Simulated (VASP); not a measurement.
A run of VASP 6.6.1 is set up as follows.

The input INCAR:

```
PREC = Accurate ; ENCUT = 520
EDIFF = 1E-7 ; ISMEAR = -1
SIGMA = 0.05 ; LREAL = F
LASPH = T ; NELM = 60
ALGO = Normal ; ISIF = 2
LWAVE = F ; LCHARG = T
GGA = CA ; LELF = T
LVHAR = T ; NBANDS = 15
```

Contents of KPOINTS:

```
Automatic mesh
0
Gamma
  11 11 6
```

File POSCAR:

```
Os
1.0
    2.7700791260      0.0000000000      0.0000000000
   -1.3850395630      2.3989588936      0.0000000000
    0.0000000000      0.0000000000      4.3765446767
Os
2
Direct
    0.6666666667      0.3333333333      0.7500000000
    0.3333333333      0.6666666667      0.2500000000
```

Potentials or basis: VASP PAW LDA potentials, release 64 (Os).

Command:

```bash
$ cat potpaw_LDA.64/Os/POTCAR > POTCAR
$ mpirun -np 1 vasp_std > vasp.out
```

Q: Estimate the pressure.

A: -22.6 GPa.

Q: Predict the band gap on the k mesh.

A: Zero (bands 8 and 9 overlap by 3.64 eV).

Stress tensor (GPa, compression positive):
```
-22.11   0.00   0.00
  0.00 -22.11   0.00
  0.00   0.00 -23.72
```

Caveat: the cell stands under tension; spin-orbit coupling is left out, which moves the levels of the heavy elements.
